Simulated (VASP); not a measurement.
A run of VASP 6.6.1:

The input INCAR:

```
SYSTEM = NaF
  PREC = Accurate
  ENCUT = 520
  EDIFF = 1E-6
  ISMEAR = 1
  SIGMA = 0.2
  LREAL = .False.
  LASPH = .True.
  NELM = 60
  ALGO = Normal
  ISIF = 2
  LWAVE = .False.
  LCHARG = .True.
  GGA = PS
  LELF = .True.
  LVHAR = .True.
  NBANDS = 14
```

KPOINTS

```
regular mesh
0
Gamma
  6 6 6
  0 0 0
```

File POSCAR:

```
NaF
1.0
    0.0000000000      2.2971680881      2.2971680881
    2.2971680881      0.0000000000      2.2971680881
    2.2971680881      2.2971680881      0.0000000000
Na F
1 1
Direct
    0.0000000000      0.0000000000      0.0000000000
    0.5000000000      0.5000000000      0.5000000000
```

Potentials or basis: VASP PAW PBE potentials, release 64 (Na_pv, F).

Command:

```sh
$ cat potpaw_PBE.64/Na_pv/POTCAR potpaw_PBE.64/F/POTCAR > POTCAR
$ mpirun -np 1 vasp_std > vasp.out
```

Hardware: 1 thread of AMD EPYC 7R43 64-Core Processor (Zen 3), with other jobs on the host.

Problem. Estimate the wall time of this run.

Solution. It took 6.2 s on 1 thread of AMD EPYC 7R43 64-Core Processor (Zen 3), with other jobs on the host, peak memory 0.1 GiB. Counts: scf iterations 12, k points 16.
